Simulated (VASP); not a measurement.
Set up this calculation in VASP 6.6.1, as the native input.

| Quantity | Value |
| --- | --- |
| Task | single point |
| Functional | PBEsol |
| Potentials or basis | VASP PAW PBE potentials, release 64 (Ga_d) |
| Cutoff | 520 eV |
| k mesh | 9 × 9 × 8 |
| Occupations | fermi-dirac, width 0.05 eV |
| Spin | no spin polarisation |
| Dipole correction | no |
| Further INCAR settings | ALGO = Normal; EDIFF = 1e-06; NBANDS = 34 |

The structure of Ga lies in POSCAR:

```
Ga
1.0
    2.2935740000     -3.8449535000      0.0156705000
    2.2171260000      3.7998465000     -0.0607775000
   -0.0451670000     -0.0451670000      4.5167000000
Ga
4
Direct
    0.1525000000      0.8475000000      0.0785000000
    0.6525000000      0.3475000000      0.4215000000
    0.8475000000      0.1525000000      0.9215000000
    0.3475000000      0.6525000000      0.5785000000
```

This cell differs from its parent crystal: equal xy, yz and zx shear strains of -2 %.

One way to write it, as run:

INCAR

```
PREC = Accurate ; ENCUT = 520
EDIFF = 1E-6 ; ISMEAR = -1
SIGMA = 0.05 ; LREAL = False
LASPH = True ; NELM = 100
ALGO = Normal ; ISIF = 2
LWAVE = False ; LCHARG = True
GGA = PS ; LELF = True
LVHAR = True ; NBANDS = 34
```

KPOINTS

```
regular mesh
0
Gamma
  9 9 8
```

Potentials or basis: VASP PAW PBE potentials, release 64 (Ga_d).

The run is started by

```console
$ cat potpaw_PBE.64/Ga_d/POTCAR > POTCAR
$ mpirun -np 1 vasp_std > vasp.out
```

Results of the run:

| Item | Value |
| --- | --- |
| Pressure | -1.2 GPa |
| Largest force | 0.481 eV/Å |
| Band gap on the k mesh | zero (bands 26 and 27 overlap by 1.30 eV) |

Caveat: the cell differs from its parent crystal (equal xy, yz and zx shear strains of -2 %); the PAW data sets were made with another functional, which shifts forces and pressure a little.

Run time: 6 min on 1 thread of AMD EPYC 9R45 96-Core Processor (Zen 5), with other jobs on the host, peak memory 0.63 GiB.
